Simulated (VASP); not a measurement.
Input of a VASP 6.6.1 run:

The input POSCAR:

```
BiTe
1.0
    0.0000000000      3.2132879364      3.2132879364
    3.2132879364      0.0000000000      3.2132879364
    3.2132879364      3.2132879364      0.0000000000
Bi Te
1 1
Direct
    0.0000000000      0.0000000000      0.0000000000
    0.5000000000      0.5000000000      0.5000000000
```

The input INCAR.step1:

```
  ALGO = Normal
  EDIFF = 1E-5
  ENCUT = 520
  GGA = PE
  ISIF = 2
  ISMEAR = -1
  LASPH = T
  LREAL = F
  LWAVE = T
  NBANDS = 18
  NELM = 100
  PREC = Accurate
  SIGMA = 0.05
```

File INCAR.step2:

```
  AEXX = 0.25
  ALGO = Normal
  EDIFF = 1E-6
  ENCUT = 520
  GGA = PE
  ISIF = 2
  ISMEAR = -1
  ISTART = 1
  LASPH = T
  LCHARG = T
  LELF = T
  LHFCALC = T
  LREAL = F
  LVHAR = T
  LWAVE = F
  NBANDS = 18
  NELM = 100
  PREC = Accurate
  PRECFOCK = Normal
  SIGMA = 0.05
```

The input KPOINTS:

```
k-points
0
Gamma
  4 4 4
```

Potentials or basis: VASP PAW PBE potentials, release 64 (Bi_d, Te).

Launch:

```console
$ cat potpaw_PBE.64/Bi_d/POTCAR potpaw_PBE.64/Te/POTCAR > POTCAR
$ cp INCAR.step1 INCAR
$ mpirun -np 1 vasp_std > vasp.out
$ cp INCAR.step2 INCAR
$ mpirun -np 1 vasp_std > vasp.out
```

Estimate the pressure.

-0.8 GPa.

Caveat: the k points lie up to 0.42 Å⁻¹ apart; the PAW data sets were made with another functional, which shifts forces and pressure a little.
